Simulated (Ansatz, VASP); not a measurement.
**One calculation of TlH3, two programs**

```xyz
4
Lattice="3.5889 0.0000 0.0000 0.0000 3.5889 0.0000 0.0000 0.0000 3.5889" Properties=species:S:1:pos:R:3 pbc="T T T"
Tl    0.0000    0.0000    0.0000
H     0.0000    1.7945    1.7945
H     1.7945    0.0000    1.7945
H     1.7945    1.7945    0.0000
```

Alike in both runs: task single point; functional PBE; k mesh 6 × 6 × 6; occupations gaussian, width 0.1 eV; no spin polarisation.

|  | VASP | Ansatz |
| --- | --- | --- |
| version | VASP 6.6.1 | Ansatz 0.2.0 |
| potentials or method | VASP PAW PBE potentials, release 64 (Tl_d, H), cutoff 520 eV | scalar-relativistic, plane waves, PAW |
| valence electrons in the cell | 16 | 16 |

|  | VASP | Ansatz | Ansatz less VASP |
| --- | --- | --- | --- |
| gap on the k mesh at the Fermi level (eV) | none | none | - |
| pressure (GPa) | -4.8 | -4.7 | +0.11 |

A gap of «none» marks a metal or a gap that the smearing closes.

Spin-orbit coupling is off throughout.
